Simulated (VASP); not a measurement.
A run of VASP 6.6.1 is set up as follows.

The input INCAR:

```
SYSTEM = Sc4InSb
ALGO = Normal
EDIFF = 1E-7
ENCUT = 520
GGA = PE
ISIF = 2
ISMEAR = 0
ISPIN = 2
LASPH = .TRUE.
LCHARG = .TRUE.
LELF = .TRUE.
LMAXMIX = 4
LORBIT = 11
LREAL = .FALSE.
LVHAR = .TRUE.
LWAVE = .FALSE.
MAGMOM = 1 1 1 1 0 0
NBANDS = 44
NELM = 150
PREC = Accurate
SIGMA = 0.1
```

The input KPOINTS:

```
k-points
0
G
  4 4 4
  0 0 0
```

File POSCAR:

```
Sc4InSb
1.0
    0.0000000000      4.1742574142      4.1742574142
    4.1742574142      0.0000000000      4.1742574142
    4.1742574142      4.1742574142      0.0000000000
Sc In Sb
4 1 1
Direct
    0.6253282804      0.6253282804      0.1240151587
    0.6253282804      0.1240151587      0.6253282804
    0.1240151587      0.6253282804      0.6253282804
    0.6253282804      0.6253282804      0.6253282804
    0.0000000000      0.0000000000      0.0000000000
    0.2500000000      0.2500000000      0.2500000000
```

Potentials or basis: VASP PAW PBE potentials, release 64 (Sc_sv, In_d, Sb).

Launch:

```sh
$ cat potpaw_PBE.64/Sc_sv/POTCAR potpaw_PBE.64/In_d/POTCAR potpaw_PBE.64/Sb/POTCAR > POTCAR
$ mpirun -np 1 vasp_std > vasp.out
```

(1) Predict the net moment.

(2) Estimate the largest force.

(3) Predict the pressure.

(4) What does it give for the band gap on the k mesh?

Results:

(1) 0.00 μB per cell.

(2) 0.015 eV/Å.

(3) -0.1 GPa.

(4) zero (filled and empty bands overlap).

Caveat: spin-orbit coupling is left out, which moves the levels of the heavy elements.
